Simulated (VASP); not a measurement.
A run of VASP 6.6.1 is set up as follows.

INCAR

```
SYSTEM = W
PREC     = Accurate       ! precision mode
ENCUT    = 600            ! plane-wave cutoff, eV
EDIFF    = 1E-6           ! SCF threshold, eV
ISMEAR   = 0              ! smearing method
SIGMA    = 0.1            ! smearing width, eV
LREAL    = .FALSE.        ! projectors in reciprocal space
LASPH    = .TRUE.         ! aspherical terms in the spheres
NELM     = 100            ! most SCF steps
ALGO     = Fast           ! electronic algorithm
ISIF     = 3              ! what is computed and relaxed
LWAVE    = .FALSE.        ! write WAVECAR
LCHARG   = .FALSE.        ! write CHGCAR
GGA      = PE             ! functional
IBRION   = 2              ! ionic algorithm
NSW      = 90             ! ionic steps
EDIFFG   = -0.04          ! ionic threshold
```

The input KPOINTS:

```
regular mesh
0
G
  6 6 1
  0 0 0
```

File POSCAR:

```
W
1.0
    3.4356863900      0.0000000000      0.0000000000
   -1.7178431900      2.9753916900      0.0000000000
    0.0000000000      0.0000000000     15.9459603500
W
6
Direct
    0.0000000000      0.0000000000      0.7500000000
    0.3333333300      0.6666666700      0.9166666700
    0.6666666700      0.3333333300      0.0833333300
    0.0000000000      0.0000000000      0.2500000000
    0.6666666700      0.3333333300      0.4166666700
    0.3333333300      0.6666666700      0.5833333300
```

Potentials or basis: VASP PAW PBE potentials, release 64 (W_sv).

Launch:

```sh
$ cat potpaw_PBE.64/W_sv/POTCAR > POTCAR
$ mpirun -np 1 vasp_std > vasp.out
```

Q: What does it give for the space group after relaxing (to 0.1 Å)?

A: P6_3/mmc (No. 194).

Q: Estimate the relaxed volume.

A: 16.52 Å³/atom.

Q: Estimate the band gap on the k mesh.

A: Zero (bands 42 and 43 overlap by 0.77 eV).

Q: What does it give for the relaxed cell?

A: a = 2.967 Å, b = 2.967 Å, c = 13.003 Å, α = 90.00°, β = 90.00°, γ = 120.00°.

Final structure:
```cif
data_structure
_symmetry_space_group_name_H-M 'P 1'
_symmetry_Int_Tables_number 1
_cell_length_a 2.9666
_cell_length_b 2.9666
_cell_length_c 13.0031
_cell_angle_alpha 90.000
_cell_angle_beta 90.000
_cell_angle_gamma 120.000
_cell_volume 99.11
loop_
_atom_site_label
_atom_site_type_symbol
_atom_site_fract_x
_atom_site_fract_y
_atom_site_fract_z
_atom_site_occupancy
W1 W 0.00000 0.00000 0.75000 1
W2 W 0.33333 0.66667 0.91718 1
W3 W 0.66667 0.33333 0.08282 1
W4 W 0.00000 0.00000 0.25000 1
W5 W 0.66667 0.33333 0.41718 1
W6 W 0.33333 0.66667 0.58282 1
```

Caveat: the k points lie up to 0.48 Å⁻¹ apart in the final cell, too coarse for converged energies and pressures of a metal; the volume moved by over 15 % at a fixed basis, so the end points are rough; spin-orbit coupling is left out, which moves the levels of the heavy elements.
